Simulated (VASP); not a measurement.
# Te2Mo in VASP: notebook

Runs on Te2Mo. Level: LDA. Tasks: single point.

Program: VASP 6.6.1. These are calculated values, not measurements. Logs are shortened: lines on timing, memory, paths and dates and some standing lists are left out, and cuts for length are marked.

## 1. The cell of the first run

The cell holds a slab with vacuum, 9 atoms: a = 3.645 Å, b = 3.645 Å, c = 28.696 Å, α = 90.00°, β = 90.00°, γ = 120.00°.

## 2. Single point, LDA (strain +0.050 along x and y, -0.050 along z)

The input, INCAR:

```
PREC = Accurate
ENCUT = 520
EDIFF = 1E-6
ISMEAR = 0
SIGMA = 0.05
LREAL = F
LASPH = T
NELM = 60
ALGO = Normal
ISIF = 2
LWAVE = F
LCHARG = F
GGA = CA
NBANDS = 49
```

The input, KPOINTS:

```
regular mesh
0
Gamma
  12 12 1
```

The input, POSCAR:

```
Te2Mo
1.0
    3.6445462972      0.0000000000      0.0000000000
   -1.8222731486      3.1562696786      0.0000000000
    0.0000000000      0.0000000000     28.6962094435
Te Mo
6 3
Direct
    0.0000000000      0.0000000000      0.9405159683
    0.3333333333      0.6666666667      0.7128929968
    0.3333333333      0.6666666667      0.1682534351
    0.3333333333      0.6666666667      0.8317465649
    0.3333333333      0.6666666667      0.2871070032
    0.0000000000      0.0000000000      0.0594840317
    0.0000000000      0.0000000000      0.7722229666
    0.0000000000      0.0000000000      0.2277770334
    0.3333333333      0.6666666667      0.0000000000
```

Potentials or basis: VASP PAW LDA potentials, release 64 (Te, Mo_sv).

Command:

```console
> cat potpaw_LDA.64/Te/POTCAR potpaw_LDA.64/Mo_sv/POTCAR > POTCAR
> mpirun -np 1 vasp_std > vasp.out
```

OUTCAR:

```text
PREC = Accurate
   ENCUT = 520
   EDIFF = 1E-6
   ISMEAR = 0
   LREAL = F
   LASPH = T
   NELM = 60
   ISIF = 2
   GGA = CA

 ion  position               nearest neighbor table
   1  0.000  0.000  0.941-   9 2.71   9 2.71   9 2.71   6 3.41
   2  0.333  0.667  0.713-   7 2.71   7 2.71   7 2.71   4 3.41
   3  0.333  0.667  0.168-   8 2.71   8 2.71   8 2.71   5 3.41
   4  0.333  0.667  0.832-   7 2.71   7 2.71   7 2.71   2 3.41
   5  0.333  0.667  0.287-   8 2.71   8 2.71   8 2.71   3 3.41
   6  0.000  0.000  0.059-   9 2.71   9 2.71   9 2.71   1 3.41
   7  0.000  0.000  0.772-   2 2.71   2 2.71   2 2.71   4 2.71   4 2.71   4 2.71
   8  0.000  0.000  0.228-   5 2.71   5 2.71   5 2.71   3 2.71   3 2.71   3 2.71
   9  0.333  0.667  0.000-   1 2.71   6 2.71   1 2.71   6 2.71   1 2.71   6 2.71

  LATTYP: Found a hexagonal cell.
 ALAT       =     3.6445462972
 C/A-ratio  =     7.8737398577

  Lattice vectors:

 A1 = (   3.6445462972,   0.0000000000,   0.0000000000)
 A2 = (  -1.8222731486,   3.1562696786,   0.0000000000)
 A3 = (   0.0000000000,   0.0000000000,  28.6962094435)

Analysis of symmetry for initial positions (statically):
=====================================================================
 Subroutine PRICEL returns:
 Original cell was already a primitive cell.

 Routine SETGRP: Setting up the symmetry group for a
 hexagonal supercell.

 Subroutine GETGRP returns: Found 12 space group operations
 (whereof 12 operations were pure point group operations)
 out of a pool of 24 trial point group operations.

The static configuration has the point symmetry D_3h.

Analysis of symmetry for dynamics (positions and initial velocities):
=====================================================================
 Subroutine PRICEL returns:
 Original cell was already a primitive cell.

 Routine SETGRP: Setting up the symmetry group for a
 hexagonal supercell.

 Subroutine GETGRP returns: Found 12 space group operations
 (whereof 12 operations were pure point group operations)
 out of a pool of 24 trial point group operations.

The dynamic configuration has the point symmetry D_3h.

 Subroutine INISYM returns: Found 12 space group operations
 (whereof 12 operations are pure point group operations),
 and found     1 'primitive' translations

----------------------------------------------------------------------------------------

                                     Primitive cell

  volume of cell :     330.0974

  direct lattice vectors                    reciprocal lattice vectors
     3.644546297  0.000000000  0.000000000     0.274382576  0.158414854  0.000000000
    -1.822273149  3.156269679  0.000000000     0.000000000  0.316829708  0.000000000
     0.000000000  0.000000000 28.696209443     0.000000000  0.000000000  0.034847808

  length of vectors
     3.644546297  3.644546297 28.696209443     0.316829708  0.316829708  0.034847808

  position of ions in fractional coordinates (direct lattice)
     0.000000000  0.000000000  0.940515968
     0.333333333  0.666666667  0.712892997
     0.333333333  0.666666667  0.168253435
     0.333333333  0.666666667  0.831746565
     0.333333333  0.666666667  0.287107003
     0.000000000  0.000000000  0.059484032
     0.000000000  0.000000000  0.772222967
     0.000000000  0.000000000  0.227777033
     0.333333333  0.666666667  0.000000000

  ion indices of the primitive-cell ions
   primitive index   ion index
                 1           1
                 2           2
                 3           3
                 4           4
                 5           5
                 6           6
                 7           7
                 8           8
                 9           9

----------------------------------------------------------------------------------------

 KPOINTS: regular mesh

Automatic generation of k-mesh.
 Grid dimensions read from file:
 generate k-points for:   12   12    1

 Generating k-lattice:

  Cartesian coordinates                     Fractional coordinates (reciprocal lattice)
     0.022865215  0.013201238  0.000000000     0.083333333 -0.000000000  0.000000000
     0.000000000  0.026402476  0.000000000     0.000000000  0.083333333  0.000000000
     0.000000000  0.000000000  0.034847808     0.000000000  0.000000000  1.000000000

  Length of vectors
     0.026402476  0.026402476  0.034847808

  Shift w.r.t. Gamma in fractional coordinates (k-lattice)
     0.000000000  0.000000000  0.000000000

 Subroutine IBZKPT returns following result:
 ===========================================

 Found     19 irreducible k-points:

 Following reciprocal coordinates:
            Coordinates               Weight
  0.000000  0.000000  0.000000      1.000000
  0.083333  0.000000  0.000000      6.000000
  0.166667 -0.000000  0.000000      6.000000
  0.250000 -0.000000  0.000000      6.000000
  0.333333 -0.000000  0.000000      6.000000
  0.416667 -0.000000  0.000000      6.000000
[... 11 lines left out ...]
  0.333333  0.250000  0.000000     12.000000
  0.333333  0.333333  0.000000      2.000000
   k-points           NKPTS =     19   k-points in BZ     NKDIM =     19   number of bands    NBANDS=     49
   number of dos      NEDOS =    301   number of ions     NIONS =      9
   total plane-waves  NPLWV = 169344
   dimension x,y,z NGX =    28 NGY =   28 NGZ =  216
   dimension x,y,z NGXF=    56 NGYF=   56 NGZF=  432
   ions per type =               6   3
   NGX,Y,Z   is equivalent  to a cutoff of  12.77, 12.77, 12.51 a.u.
   NGXF,Y,Z  is equivalent  to a cutoff of  25.54, 25.54, 25.03 a.u.
 SYSTEM =  unknown system
   PREC   = accura    normal or accurate (medium, high low for compatibility)
   ISTART =      0    job   : 0-new  1-cont  2-samecut
   ICHARG =      2    charge: 1-file 2-atom 10-const
   ISPIN  =      1    spin polarized calculation?
   LNONCOLLINEAR =      F non collinear calculations
   LSORBIT =      F    spin-orbit coupling
   LASPH  =      T    aspherical Exc in radial PAW
   ENCUT  =  520.0 eV  38.22 Ry    6.18 a.u.   6.78  6.78 53.36*2*pi/ulx,y,z
   NELM   =     60;   NELMIN=  2; NELMDL= -5     # of ELM steps
   EDIFF  = 0.1E-05   stopping-criterion for ELM
   LREAL  =      F    real-space projection
[... 7 lines left out ...]
   TEBEG  =    0.0;   TEEND  =   0.0 temperature during run
   PSTRESS=    0.0 pullay stress
   NELECT =      78.0000    total number of electrons
   NUPDOWN=      -1.0000    fix difference up-down
   EMIN   =  10.00;   EMAX   =-10.00  energy-range for DOS
   EFERMI =   0.00;   METHOD = LEGACY
   ISMEAR =     0;   SIGMA  =   0.05  broadening in eV -4-tet -1-fermi 0-gaus
   EFERMI_NEDOS =   21; number of points for ismear=-14 and -15
   IALGO  =     38    algorithm
   IMIX   =      4    mixing-type and parameters
     AMIX     =   0.40;   BMIX     =  1.00
     AMIX_MAG =   1.60;   BMIX_MAG =  1.00
  volume/ion in A,a.u.               =      36.68       247.51
  Fermi-wavevector in a.u.,A,eV,Ry     =   1.012105  1.912602 13.937223  1.024357
  Thomas-Fermi vector in A             =   2.145195
   LORBIT       =      0    0 simple, 1 ext, 2 COOP (PROOUT), +10 PAW based schemes
   GGA     = CA    functional components
   LHFCALC =     F    Hartree Fock is set to
   AEXX    =    0.0000 exact exchange contribution
   IVDW    =     0    specifies the selected vdW correction
   LEPSILON=     F    determine dielectric tensor
   LRPA    =     F    only Hartree local field effects (RPA)
 non-spin polarized calculation
 Gauss-broadening in eV      SIGMA  =   0.05
  energy-cutoff  :      520.00
  volume of cell :      330.10
 maximum number of plane-waves:      8920
 NGX is ok and might be reduce to    28
   NGX = 13   NGY = 13   NGZ =107

 number of electron      78.0000001 magnetization

 Free energy of the ion-electron system (eV)
  ---------------------------------------------------
  ext. energy  EPLUGINS =         0.00000000
  ---------------------------------------------------
  free energy    TOTEN  =       -61.19500773 eV

  energy without entropy =      -61.19268340  energy(sigma->0) =      -61.19384556

 E-fermi :   4.3291     XC(G=0):  -7.6980

 val. band max:        4.3233085490   @ k =   0.0833   0.0000   0.0000
 cond. band min:       4.3446004518   @ k =   0.0000   0.0000   0.0000
 fundamental gap:      0.0212919028
 Fermi energy:         4.3291394144

 k-point     1 :       0.0000    0.0000    0.0000
  band No.  band energies     occupation
      1     -56.7196      2.00000
      2     -56.7074      2.00000
      3     -56.7074      2.00000
      4     -31.0037      2.00000
      5     -31.0037      2.00000
      6     -31.0004      2.00000
[... 41 lines left out ...]
     48       6.8575      0.00000
     49       6.8643      0.00000

 k-point     2 :       0.0833    0.0000    0.0000
  band No.  band energies     occupation
      1     -56.7192      2.00000
      2     -56.7070      2.00000
      3     -56.7070      2.00000
      4     -31.0102      2.00000
      5     -31.0052      2.00000
      6     -30.9989      2.00000
[... 41 lines left out ...]
     48       6.6223      0.00000
     49       6.6405      0.00000

 k-point     3 :       0.1667   -0.0000    0.0000
  band No.  band energies     occupation
      1     -56.7180      2.00000
      2     -56.7058      2.00000
      3     -56.7058      2.00000
      4     -31.0280      2.00000
      5     -31.0115      2.00000
      6     -31.0115      2.00000
[... 821 lines left out ...]
     48       6.3435      0.00000
     49       7.1277      0.00000

 k-point    19 :       0.3333    0.3333    0.0000
  band No.  band energies     occupation
      1     -56.7123      2.00000
      2     -56.7001      2.00000
      3     -56.7001      2.00000
      4     -31.0789      2.00000
      5     -31.0624      2.00000
      6     -31.0624      2.00000
[... 41 lines left out ...]
     48       6.2745      0.00000
     49       7.3586      0.00000

------------------------ aborting loop because EDIFF is reached ----------------------------------------

  FORCE on cell =-STRESS in cart. coord.  units (eV):
  Direction    XX          YY          ZZ          XY          YZ          ZX
  --------------------------------------------------------------------------------------
  -------------------------------------------------------------------------------------
  Total       -8.1054323     -8.1054323      4.5335465      0.0000000     -0.0000000      0.0000000
  in kB      -39.3409330    -39.3409330     22.0042490      0.0000000     -0.0000000      0.0000000
  external PRESSURE =     -18.8925390 kB  Pullay stress =       0.0000000 kB

 VOLUME and BASIS-vectors are now :
 -----------------------------------------------------------------------------
  energy-cutoff  :      520.00
  volume of cell :      330.10
      direct lattice vectors                 reciprocal lattice vectors
     3.644546297  0.000000000  0.000000000     0.274382576  0.158414854  0.000000000
    -1.822273149  3.156269679  0.000000000     0.000000000  0.316829708  0.000000000
     0.000000000  0.000000000 28.696209443     0.000000000  0.000000000  0.034847808

 POSITION                                       TOTAL-FORCE (eV/Angst)
 -----------------------------------------------------------------------------------
      0.00000      0.00000     26.98924        -0.000000      0.000000     -0.342146
     -0.00000      2.10418     20.45733         0.000000      0.000000     -0.441352
     -0.00000      2.10418      4.82824         0.000000     -0.000000     -0.333940
     -0.00000      2.10418     23.86797         0.000000     -0.000000      0.333940
     -0.00000      2.10418      8.23888         0.000000      0.000000      0.441352
      0.00000      0.00000      1.70697        -0.000000      0.000000      0.342146
      0.00000      0.00000     22.15987        -0.000000     -0.000000      0.050162
      0.00000      0.00000      6.53634        -0.000000      0.000000     -0.050162
     -0.00000      2.10418      0.00000        -0.000000     -0.000000     -0.000000
 -----------------------------------------------------------------------------------
    total drift:                                0.000001     -0.000000     -0.000000

  FREE ENERGIE OF THE ION-ELECTRON SYSTEM (eV)
  ---------------------------------------------------
  free  energy   TOTEN  =       -61.1950077259 eV

  energy  without entropy=      -61.1926833958  energy(sigma->0) =      -61.19384556
```

It took 6.4 min on 1 thread of Intel Xeon Platinum 8488C (Sapphire Rapids), shared host; peak memory 0.47 GiB.

What came out:

| Item | Value |
| --- | --- |
| Free energy | -61.1950 eV |
| Largest force | 0.441 eV/Å |
| Band gap on the k mesh | zero (bands 39 and 40 overlap by 0.16 eV) |

Forces in eV/Å, atoms in the order of the input:
```
Te   0.000  0.000 -0.342
Te   0.000  0.000 -0.441
Te   0.000  0.000 -0.334
Te   0.000  0.000  0.334
Te   0.000  0.000  0.441
Te   0.000  0.000  0.342
Mo   0.000  0.000  0.050
Mo   0.000  0.000 -0.050
Mo   0.000  0.000  0.000
```

Levels at points of the mesh, in eV from the Fermi level:
```csv
k point,band 36,band 37,band 38,band 39,band 40,band 41,band 42,band 43
"(0.00, 0.00, 0.00)",-1.07,-0.91,0.02,0.13,2.00,2.00,2.08,2.08
"(0.50, 0.00, 0.00)",-1.42,-1.36,-1.32,-1.30,0.37,0.43,0.47,0.71
```

Caveat: the cell differs from its parent crystal (strain +0.050 along x and y, -0.050 along z); there is no dipole correction, which matters where the two faces differ; spin-orbit coupling is left out, which moves the levels of the heavy elements.

## 3. Single point, LDA (strain -0.050 along x and y, -0.050 along z)

Changes to INCAR since step 2:

```diff
@@ -12,3 +12,2 @@
 LCHARG = F
-GGA = CA
 NBANDS = 49
```

The input, KPOINTS:

```
Automatic mesh
0
Gamma
  12 12 1
```

Changes to POSCAR since step 2:

```diff
@@ -2,4 +2,4 @@
 1.0
-    3.6445462972      0.0000000000      0.0000000000
-   -1.8222731486      3.1562696786      0.0000000000
+    3.2974466498      0.0000000000      0.0000000000
+   -1.6487233249      2.8556725664      0.0000000000
     0.0000000000      0.0000000000     28.6962094435
```

Potentials or basis: VASP PAW LDA potentials, release 64 (Te, Mo_sv).

Command:

```console
> cat potpaw_LDA.64/Te/POTCAR potpaw_LDA.64/Mo_sv/POTCAR > POTCAR
> mpirun -np 1 vasp_std > vasp.out
```

It took 5.6 min on 1 thread of Intel Xeon Platinum 8488C (Sapphire Rapids), shared host; peak memory 0.43 GiB.

It converged, with:

- Free energy: -59.6473 eV
- Largest force: 3.047 eV/Å
- Band gap on the k mesh: 0.65 eV (least direct gap 1.44 eV)

Forces in eV/Å, atoms in the order of the input:
```
Te   0.000  0.000 -2.834
Te   0.000  0.000 -3.047
Te   0.000  0.000 -2.835
Te   0.000  0.000  2.835
Te   0.000  0.000  3.047
Te   0.000  0.000  2.834
Mo   0.000  0.000 -0.004
Mo   0.000  0.000  0.004
Mo   0.000  0.000  0.000
```

Levels at points of the mesh, in eV from the valence-band top:
| k point | band 35 | band 36 | band 37 | band 38 | band 39 | band 40 | band 41 | band 42 | band 43 | band 44 |
| --- | --- | --- | --- | --- | --- | --- | --- | --- | --- | --- |
| (0.00, 0.00, 0.00) | -1.41 | -1.39 | -1.39 | -0.14 | -0.06 | 3.55 | 3.55 | 3.63 | 3.63 | 3.71 |
| (0.50, 0.00, 0.00) | -1.39 | -1.38 | -0.58 | -0.41 | -0.26 | 1.40 | 1.43 | 1.46 | 1.59 | 1.78 |

Caveat: the cell differs from its parent crystal (strain -0.050 along x and y, -0.050 along z); there is no dipole correction, which matters where the two faces differ; semilocal functionals underestimate gaps, and a narrow one can read as zero; spin-orbit coupling is left out, which moves the levels of the heavy elements.

## 4. Single point, LDA (strain -0.050 along x and y, -0.025 along z)

The input, INCAR:

```
SYSTEM = Te2Mo
PREC = Accurate
ENCUT = 520
EDIFF = 1E-6
ISMEAR = 0
SIGMA = 0.05
LREAL = .FALSE.
LASPH = .TRUE.
NELM = 60
ALGO = Normal
ISIF = 2
LWAVE = .FALSE.
LCHARG = .TRUE.
LELF = .TRUE.
LVHAR = .TRUE.
NBANDS = 49
```

The input, KPOINTS:

```
Automatic mesh
0
G
  12 12 1
  0 0 0
```

Changes to POSCAR since step 3:

```diff
@@ -4,3 +4,3 @@
    -1.6487233249      2.8556725664      0.0000000000
-    0.0000000000      0.0000000000     28.6962094435
+    0.0000000000      0.0000000000     29.4513728499
 Te Mo
```

Command:

```console
> cat potpaw_LDA.64/Te/POTCAR potpaw_LDA.64/Mo_sv/POTCAR > POTCAR
> mpirun -np 1 vasp_std > vasp.out
```

Run time: 6.2 min. Hardware: 1 thread of Intel Xeon Platinum 8488C (Sapphire Rapids), shared host; peak memory 0.45 GiB.

Results (log left out):

| Item | Value |
| --- | --- |
| Free energy | -60.3637 eV |
| Largest force | 2.087 eV/Å |
| Band gap on the k mesh | 0.76 eV (least direct gap 1.31 eV) |

Forces on the atoms (eV/Å):
```
Te   0.000  0.000 -1.964
Te   0.000  0.000 -2.087
Te   0.000  0.000 -1.966
Te   0.000  0.000  1.966
Te   0.000  0.000  2.087
Te   0.000  0.000  1.964
Mo   0.000  0.000  0.001
Mo   0.000  0.000 -0.001
Mo   0.000  0.000  0.000
```

Levels at points of the mesh, in eV from the valence-band top:
| k point | band 35 | band 36 | band 37 | band 38 | band 39 | band 40 | band 41 | band 42 | band 43 | band 44 |
| --- | --- | --- | --- | --- | --- | --- | --- | --- | --- | --- |
| (0.00, 0.00, 0.00) | -1.08 | -1.06 | -1.06 | -0.28 | -0.16 | 3.73 | 3.73 | 3.80 | 3.80 | 3.87 |
| (0.50, 0.00, 0.00) | -1.20 | -1.19 | -0.29 | -0.13 | 0.00 | 1.66 | 1.69 | 1.71 | 1.71 | 1.90 |

Caveat: the cell differs from its parent crystal (strain -0.050 along x and y, -0.025 along z); there is no dipole correction, which matters where the two faces differ; semilocal functionals underestimate gaps, and a narrow one can read as zero; spin-orbit coupling is left out, which moves the levels of the heavy elements.

## 5. The runs side by side

| cell | gap on the mesh (eV) | largest force (eV/Å) |
| --- | --- | --- |
| a = 3.645, b = 3.645, c = 28.696 Å, angles 90.0, 90.0, 120.0°, 9 atoms | none | 0.44 |
| a = 3.297, b = 3.297, c = 28.696 Å, angles 90.0, 90.0, 120.0°, 9 atoms | 0.65 | 3.05 |
| a = 3.297, b = 3.297, c = 29.451 Å, angles 90.0, 90.0, 120.0°, 9 atoms | 0.76 | 2.09 |

Alike in all rows: task single point; level LDA; potentials or basis VASP PAW LDA potentials, release 64 (Te, Mo_sv); no spin polarisation; k mesh 12 × 12 × 1; cutoff (eV) 520; smearing gaussian 0.05 eV.

Caveats: there is no dipole correction, which matters where the two faces differ; spin-orbit coupling is left out, which moves the levels of the heavy elements; semilocal functionals underestimate gaps, and a narrow one can read as zero (at least some runs).

Absolute energies hang on the potentials; compare differences alone.

The gap in the log of VASP goes by the Fermi energy; the results here count the filled bands.